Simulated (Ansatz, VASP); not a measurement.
**P in VASP and in Ansatz**

The input INCAR:

```
ALGO     = Normal         # electronic algorithm
EDIFF    = 1E-8           # SCF threshold, eV
ENCUT    = 520            # plane-wave cutoff, eV
GGA      = PE             # functional
ISIF     = 2              # what is computed and relaxed
ISMEAR   = -1             # smearing method
LASPH    = T              # aspherical terms in the spheres
LCHARG   = F              # write CHGCAR
LEFG     = T            
LREAL    = F              # projectors in reciprocal space
LWAVE    = F              # write WAVECAR
NBANDS   = 8              # bands
NELM     = 80             # most SCF steps
PREC     = Accurate       # precision mode
SIGMA    = 0.08           # smearing width, eV
```

File KPOINTS:

```
k-points
0
Gamma
  5 5 4
```

POSCAR

```
P
1.0
    4.2729048574      0.0000000000      0.0000000000
    0.0000000000      4.2729048574      0.0000000000
    0.0000000000      0.0000000000      4.3780000000
P
1
Direct
    0.0000000000      0.0000000000      0.0000000000
```

Input for Ansatz:

```yaml
crystal:
  lattice:
    - [4.2729048574, 0.0, 0.0]
    - [0.0, 4.2729048574, 0.0]
    - [0.0, 0.0, 4.378]
  atoms:
    - { symbol: P, position: [0.0, 0.0, 0.0] }
kpoints:
  mp_grid: { grid: [5, 5, 4] }
scf:
  occupations: { method: fermi_dirac, width: 0.08 }
hamiltonian:
  xc: pbe
  pseudopotentials: { kind: paw }
output:
  forces: true
  stress: true
  eigenvalues: true
  efg: { contact_densities: true }
  write_density: true
  write_potential: true
  elf: true
  volumetric_format: npy
```

Alike in both runs: task electric field gradients; functional PBE; k mesh 5 × 5 × 4; occupations fermi-dirac, width 0.08 eV; no spin polarisation.

|  | VASP | Ansatz |
| --- | --- | --- |
| version | VASP 6.6.1 | Ansatz 0.2.0 |
| potentials or method | VASP PAW PBE potentials, release 64 (P) | PAW with Ansatz's default frozen-core files, scalar-relativistic |
| plane-wave cutoff (eV) | 520 | 420 |
| valence electrons in the cell | 5 | 5 |

```tsv
	VASP	Ansatz	Ansatz less VASP
pressure (GPa)	-3.3	-3.3	+0.01
traceless stress, the component that is largest in VASP (GPa)	0.57	0.57	0.000
size of Vzz on the site where it differs most (V/Å²)	23.8	24.1	+0.33
```

The functional is the same, so the differences come from potentials, cutoffs and numerics.
